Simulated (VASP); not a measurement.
Si2Ru2N: single point with PBE

The system is Si2Ru2N.

```
CELL_PARAMETERS angstrom
-2.12455 2.12455 4.13732
2.12455 -2.12455 4.13732
2.12455 2.12455 -4.13732
ATOMIC_POSITIONS crystal
Si 0.63460 0.63460 0.00000
Si 0.36540 0.36540 0.00000
Ru 0.75000 0.25000 0.50000
Ru 0.25000 0.75000 0.50000
N 0.00000 0.00000 0.00000
```

```
Program             : VASP 6.6.1
Task                : single point
Functional          : PBE
Potentials or basis : VASP PAW PBE potentials, release 64 (Si, Ru_pv, N)
Cutoff              : 520 eV
k mesh              : 12 × 12 × 12
Occupations         : gaussian, width 0.1 eV
Spin                : no spin polarisation
```

The pressure is 0.0 GPa and the largest force is 0.026 eV/Å.

Forces on the atoms (eV/Å):
```
Si   0.000  0.000 -0.026
Si   0.000  0.000  0.026
Ru   0.000  0.000  0.000
Ru   0.000  0.000  0.000
N    0.000  0.000  0.000
```

Stress tensor (GPa, compression positive):
```
 0.06  0.00  0.00
 0.00  0.06  0.00
 0.00  0.00 -0.11
```

Levels at points of the mesh, in eV from the Fermi level:
| k point | band 16 | band 17 | band 18 | band 19 | band 20 | band 21 | band 22 | band 23 | band 24 | band 25 |
| --- | --- | --- | --- | --- | --- | --- | --- | --- | --- | --- |
| (0.00, 0.00, 0.00) | -1.35 | -0.57 | -0.04 | -0.04 | 0.00 | 0.96 | 1.10 | 1.37 | 1.37 | 2.79 |
| (0.50, 0.00, 0.00) | -1.93 | -1.76 | -1.74 | -1.24 | -0.71 | 0.01 | 0.13 | 1.26 | 2.52 | 3.38 |
| (0.50, 0.50, 0.00) | -2.31 | -1.23 | -1.06 | -0.59 | -0.46 | -0.37 | 0.74 | 1.59 | 1.96 | 2.14 |
| (0.50, 0.50, 0.50) | -1.53 | -1.38 | -1.38 | -0.90 | -0.54 | -0.16 | 1.10 | 2.42 | 2.42 | 4.87 |

Wall time 3.4 min on 1 thread of Intel(R) Xeon(R) 6975P-C (Granite Rapids) (shared host), peak memory 0.46 GiB.
